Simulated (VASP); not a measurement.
# RuBr2 (Fm-3m) in VASP: single point with PBE+U

Aim: the single point of RuBr2 with PBE+U.

Everything below comes from runs of VASP 6.6.1. Logs are shortened: lines on timing, memory, paths and dates and some standing lists are left out, and cuts for length are marked.

### Step 1. The cell of the first run

It takes space group Fm-3m (No. 225, cubic). The conventional cell has a = 6.327 Å, b = 6.327 Å, c = 6.327 Å, α = 90.00°, β = 90.00°, γ = 90.00°. Ru (site symmetry m-3m) has 8 Br at 2.74 Å within 3.6 Å. Within 3.6 Å of Br (site symmetry -43m) lie 4 Ru at 2.74 Å and 6 Br at 3.16 Å.

### Step 2. Single point, PBE+U, collinear spin, ferromagnetic start

Input file INCAR:

```
SYSTEM = RuBr2
PREC = Accurate
ENCUT = 560
EDIFF = 1E-6
ISMEAR = 0
SIGMA = 0.05
LREAL = .FALSE.
LASPH = .TRUE.
NELM = 200
ALGO = Normal
ISIF = 2
LWAVE = .FALSE.
LCHARG = .TRUE.
ISPIN = 2
MAGMOM = 1 0 0
LORBIT = 11
LMAXMIX = 4
LDAU = .TRUE.
LDAUTYPE = 2
LDAUL = 2 -1
LDAUU = 7 0
LDAUJ = 0 0
LDAUPRINT = 1
GGA = PE
LELF = .TRUE.
LVHAR = .TRUE.
NBANDS = 26
GGA_COMPAT = .FALSE.
```

Input file KPOINTS:

```
regular mesh
0
G
  5 5 5
  0 0 0
```

Input file POSCAR:

```
RuBr2
1.0
    0.0000000000      3.1637246900      3.1637246900
    3.1637246900      0.0000000000      3.1637246900
    3.1637246900      3.1637246900      0.0000000000
Ru Br
1 2
Direct
    0.0000000000      0.0000000000      0.0000000000
    0.2500000000      0.2500000000      0.2500000000
    0.7500000000      0.7500000000      0.7500000000
```

Potentials or basis: VASP PAW PBE potentials, release 64 (Ru_sv, Br).

On the command line:

```
cat potpaw_PBE.64/Ru_sv/POTCAR potpaw_PBE.64/Br/POTCAR > POTCAR
mpirun -np 1 vasp_std > vasp.out
```

OUTCAR:

```text
SYSTEM = RuBr2
   PREC = Accurate
   ENCUT = 560
   EDIFF = 1E-6
   ISMEAR = 0
   LREAL = .FALSE.
   LASPH = .TRUE.
   NELM = 200
   ISIF = 2
   ISPIN = 2
   LORBIT = 11
   GGA = PE

 ion  position               nearest neighbor table
   1  0.000  0.000  0.000-   3 2.74   3 2.74   3 2.74   2 2.74   2 2.74   2 2.74   3 2.74   2 2.74

   2  0.250  0.250  0.250-   1 2.74   1 2.74   1 2.74   1 2.74
   3  0.750  0.750  0.750-   1 2.74   1 2.74   1 2.74   1 2.74

  LATTYP: Found a face centered cubic cell.
 ALAT       =     6.3274493800

  Lattice vectors:

 A1 = (   0.0000000000,   3.1637246900,   3.1637246900)
 A2 = (   3.1637246900,   0.0000000000,   3.1637246900)
 A3 = (   3.1637246900,   3.1637246900,   0.0000000000)

Analysis of symmetry for initial positions (statically):
=====================================================================
 Subroutine PRICEL returns:
 Original cell was already a primitive cell.

 Routine SETGRP: Setting up the symmetry group for a
 face centered cubic supercell.

 Subroutine GETGRP returns: Found 48 space group operations
 (whereof 48 operations were pure point group operations)
 out of a pool of 48 trial point group operations.

The static configuration has the point symmetry O_h .

Analysis of symmetry for dynamics (positions and initial velocities):
=====================================================================
 Subroutine PRICEL returns:
 Original cell was already a primitive cell.

 Routine SETGRP: Setting up the symmetry group for a
 face centered cubic supercell.

 Subroutine GETGRP returns: Found 48 space group operations
 (whereof 48 operations were pure point group operations)
 out of a pool of 48 trial point group operations.

The dynamic configuration has the point symmetry O_h .

Analysis of structural, dynamic, and magnetic symmetry:
=====================================================================
 Subroutine PRICEL returns:
 Original cell was already a primitive cell.

 Routine SETGRP: Setting up the symmetry group for a
 face centered cubic supercell.

 Subroutine GETGRP returns: Found 48 space group operations
 (whereof 48 operations were pure point group operations)
 out of a pool of 48 trial point group operations.

The overall configuration has the point symmetry O_h .

 Subroutine INISYM returns: Found 48 space group operations
 (whereof 48 operations are pure point group operations),
 and found     1 'primitive' translations

----------------------------------------------------------------------------------------

                                     Primitive cell

  volume of cell :      63.3324

  direct lattice vectors                    reciprocal lattice vectors
     0.000000000  3.163724690  3.163724690    -0.158041565  0.158041565  0.158041565
     3.163724690  0.000000000  3.163724690     0.158041565 -0.158041565  0.158041565
     3.163724690  3.163724690  0.000000000     0.158041565  0.158041565 -0.158041565

  length of vectors
     4.474182364  4.474182364  4.474182364     0.273736020  0.273736020  0.273736020

  position of ions in fractional coordinates (direct lattice)
     0.000000000  0.000000000  0.000000000
     0.250000000  0.250000000  0.250000000
     0.750000000  0.750000000  0.750000000

  ion indices of the primitive-cell ions
   primitive index   ion index
                 1           1
                 2           2
                 3           3

----------------------------------------------------------------------------------------

 KPOINTS: regular mesh

Automatic generation of k-mesh.
 Grid dimensions read from file:
[... 62 lines left out ...]
   NUPDOWN=      -1.0000    fix difference up-down
   EMIN   =  10.00;   EMAX   =-10.00  energy-range for DOS
   EFERMI =   0.00;   METHOD = LEGACY
   ISMEAR =     0;   SIGMA  =   0.05  broadening in eV -4-tet -1-fermi 0-gaus
   EFERMI_NEDOS =   21; number of points for ismear=-14 and -15
   IALGO  =     38    algorithm
   IMIX   =      4    mixing-type and parameters
     AMIX     =   0.40;   BMIX     =  1.00
     AMIX_MAG =   1.60;   BMIX_MAG =  1.00
  volume/ion in A,a.u.               =      21.11       142.46
  Fermi-wavevector in a.u.,A,eV,Ry     =   1.276164  2.411601 22.158382  1.628595
  Thomas-Fermi vector in A             =   2.408836
   LORBIT       =     11    0 simple, 1 ext, 2 COOP (PROOUT), +10 PAW based schemes
 LDA+U is selected, type is set to LDAUTYPE =  2
   angular momentum for each species LDAUL =     2   -1
   U (eV)           for each species LDAUU =   7.0  0.0
   J (eV)           for each species LDAUJ =   0.0  0.0
   GGA     = PE    functional components
   LHFCALC =     F    Hartree Fock is set to
   AEXX    =    0.0000 exact exchange contribution
   IVDW    =     0    specifies the selected vdW correction
   LEPSILON=     F    determine dielectric tensor
   LRPA    =     F    only Hartree local field effects (RPA)
 spin polarized calculation
 Gauss-broadening in eV      SIGMA  =   0.05
  energy-cutoff  :      560.00
  volume of cell :       63.33
 maximum number of plane-waves:      1924
   NGX = 17   NGY = 17   NGZ = 17

atom =   1  type =  1  l = 2

 onsite density matrix

spin component  1

  0.7576  0.0000  0.0000  0.0000 -0.0000
  0.0000  0.7576  0.0000 -0.0000 -0.0000
  0.0000  0.0000  0.7993 -0.0000 -0.0000
  0.0000 -0.0000 -0.0000  0.7576 -0.0000
 -0.0000 -0.0000 -0.0000 -0.0000  0.7993

spin component  2

  0.0657  0.0000 -0.0000  0.0000  0.0000
  0.0000  0.0657 -0.0000  0.0000  0.0000
 -0.0000 -0.0000  0.7936  0.0000  0.0000
  0.0000  0.0000  0.0000  0.0657 -0.0000
  0.0000  0.0000  0.0000 -0.0000  0.7936

 occupancies and eigenvectors

  o =  0.0657  v =  0.0000  0.0000  0.0000  0.0000  0.0000  1.0000  0.0000  0.0000  0.0000  0.0000      0.0000  0.0000  0.0000  0.0000  0.0000  0.0000  0.0000  0.0000  0.0000  0.0000
  o =  0.0657  v =  0.0000  0.0000  0.0000  0.0000  0.0000  0.0000  0.0864 -0.0000 -0.9963 -0.0000      0.0000  0.0000  0.0000  0.0000  0.0000  0.0000  0.0000  0.0000  0.0000  0.0000
  o =  0.0657  v =  0.0000  0.0000  0.0000  0.0000  0.0000  0.0000  0.9963 -0.0000  0.0864 -0.0000      0.0000  0.0000  0.0000  0.0000  0.0000  0.0000  0.0000  0.0000  0.0000  0.0000
  o =  0.7576  v =  0.0000  0.9909 -0.0000  0.1345 -0.0000  0.0000  0.0000  0.0000  0.0000  0.0000      0.0000  0.0000  0.0000  0.0000  0.0000  0.0000  0.0000  0.0000  0.0000  0.0000
  o =  0.7576  v =  0.0000  0.1345  0.0000 -0.9909 -0.0000  0.0000  0.0000  0.0000  0.0000  0.0000      0.0000  0.0000  0.0000  0.0000  0.0000  0.0000  0.0000  0.0000  0.0000  0.0000
  o =  0.7576  v =  1.0000  0.0000  0.0000  0.0000  0.0000  0.0000  0.0000  0.0000  0.0000  0.0000      0.0000  0.0000  0.0000  0.0000  0.0000  0.0000  0.0000  0.0000  0.0000  0.0000
  o =  0.7936  v =  0.0000  0.0000  0.0000  0.0000  0.0000  0.0000  0.0000 -0.9998  0.0000  0.0182      0.0000  0.0000  0.0000  0.0000  0.0000  0.0000  0.0000  0.0000  0.0000  0.0000
  o =  0.7936  v =  0.0000  0.0000  0.0000  0.0000  0.0000  0.0000  0.0000 -0.0182 -0.0000 -0.9998      0.0000  0.0000  0.0000  0.0000  0.0000  0.0000  0.0000  0.0000  0.0000  0.0000
  o =  0.7993  v =  0.0000 -0.0000 -0.9931 -0.0000  0.1169  0.0000  0.0000  0.0000  0.0000  0.0000      0.0000  0.0000  0.0000  0.0000  0.0000  0.0000  0.0000  0.0000  0.0000  0.0000
  o =  0.7993  v =  0.0000 -0.0000 -0.1169 -0.0000 -0.9931  0.0000  0.0000  0.0000  0.0000  0.0000      0.0000  0.0000  0.0000  0.0000  0.0000  0.0000  0.0000  0.0000  0.0000  0.0000

 number of electron      30.0000002 magnetization       2.0002323

 Free energy of the ion-electron system (eV)
  ---------------------------------------------------
  ext. energy  EPLUGINS =         0.00000000
  ---------------------------------------------------
  free energy    TOTEN  =        -5.17625396 eV

  energy without entropy =       -5.17124356  energy(sigma->0) =       -5.17374876

 E-fermi :   5.9399     XC(G=0): -10.3991

 val. band max:        5.9177032831   @ k =  -0.4000   0.2000   0.0000
 cond. band min:       5.9782218982   @ k =   0.4000   0.0000   0.0000
 fundamental gap:      0.0605186150
 Fermi energy:         5.9398980102

 spin component 1

 k-point     1 :       0.0000    0.0000    0.0000
  band No.  band energies     occupation
      1     -66.2283      1.00000
      2     -36.3356      1.00000
      3     -36.3356      1.00000
      4     -36.3356      1.00000
      5     -10.7301      1.00000
      6      -8.2023      1.00000
[... 279 lines left out ...]
     25      18.1484      0.00000
     26      18.7186      0.00000
 Fermi energy:         5.9398980102

 spin component 2

 k-point     1 :       0.0000    0.0000    0.0000
  band No.  band energies     occupation
      1     -64.6144      1.00000
      2     -34.6087      1.00000
      3     -34.6085      1.00000
      4     -34.6082      1.00000
      5     -10.8325      1.00000
      6      -8.3506      1.00000
[... 279 lines left out ...]
     25      18.6199      0.00000
     26      18.9184      0.00000

------------------------ aborting loop because EDIFF is reached ----------------------------------------

  FORCE on cell =-STRESS in cart. coord.  units (eV):
  Direction    XX          YY          ZZ          XY          YZ          ZX
  --------------------------------------------------------------------------------------
  -------------------------------------------------------------------------------------
  Total        4.9721277      4.9721277      4.9721277      0.0000000      0.0000000      0.0000000
  in kB      125.7844088    125.7844088    125.7844088      0.0000000      0.0000000      0.0000000
  external PRESSURE =     125.7844088 kB  Pullay stress =       0.0000000 kB

 VOLUME and BASIS-vectors are now :
 -----------------------------------------------------------------------------
  energy-cutoff  :      560.00
  volume of cell :       63.33
      direct lattice vectors                 reciprocal lattice vectors
     0.000000000  3.163724690  3.163724690    -0.158041565  0.158041565  0.158041565
     3.163724690  0.000000000  3.163724690     0.158041565 -0.158041565  0.158041565
     3.163724690  3.163724690  0.000000000     0.158041565  0.158041565 -0.158041565

 POSITION                                       TOTAL-FORCE (eV/Angst)
 -----------------------------------------------------------------------------------
      0.00000      0.00000      0.00000        -0.000000      0.000000     -0.000000
      1.58186      1.58186      1.58186         0.000000      0.000000      0.000000
      4.74559      4.74559      4.74559        -0.000000     -0.000000     -0.000000
 -----------------------------------------------------------------------------------
    total drift:                               -0.000000      0.000000      0.000000

  FREE ENERGIE OF THE ION-ELECTRON SYSTEM (eV)
  ---------------------------------------------------
  free  energy   TOTEN  =        -5.1762539575 eV

  energy  without entropy=       -5.1712435562  energy(sigma->0) =       -5.17374876

 total charge

# of ion       s       p       d       tot
------------------------------------------
    1        2.094   5.991   5.604  13.689
    2        1.632   3.211   0.045   4.888
    3        1.632   3.211   0.045   4.888
--------------------------------------------------
tot          5.359  12.413   5.693  23.466

 magnetization (x)

# of ion       s       p       d       tot
------------------------------------------
    1        0.010   0.012   2.070   2.092
    2        0.008  -0.147   0.007  -0.133
    3        0.008  -0.147   0.007  -0.133
--------------------------------------------------
tot          0.025  -0.283   2.084   1.826
```

Run time: 26 s. Hardware: 1 thread of Intel Xeon 6975P-C (Granite Rapids), shared host; peak memory 0.24 GiB.

Results:

```
Free energy                                           : -5.1763 eV
Pressure                                              : 12.6 GPa
Band gap on the k mesh                                : zero (filled and empty bands overlap)
Net moment                                            : 2.00 μB per cell
Site moments                                          : Ru +2.09; Br -0.13 μB
Valence electrons inside the program's atomic spheres : Ru 13.69; Br 4.89
```

Eigenvalues of the final occupation matrices:
| site | spin | trace | eigenvalues |
| --- | --- | --- | --- |
| site 1 d | 1 | 3.87 | 0.76 0.76 0.76 0.80 0.80 |
| site 1 d | 2 | 1.78 | 0.07 0.07 0.07 0.79 0.79 |

Caveat: the cell stands under pressure.

The gap in the log of VASP goes by the Fermi energy; the results here count the filled bands.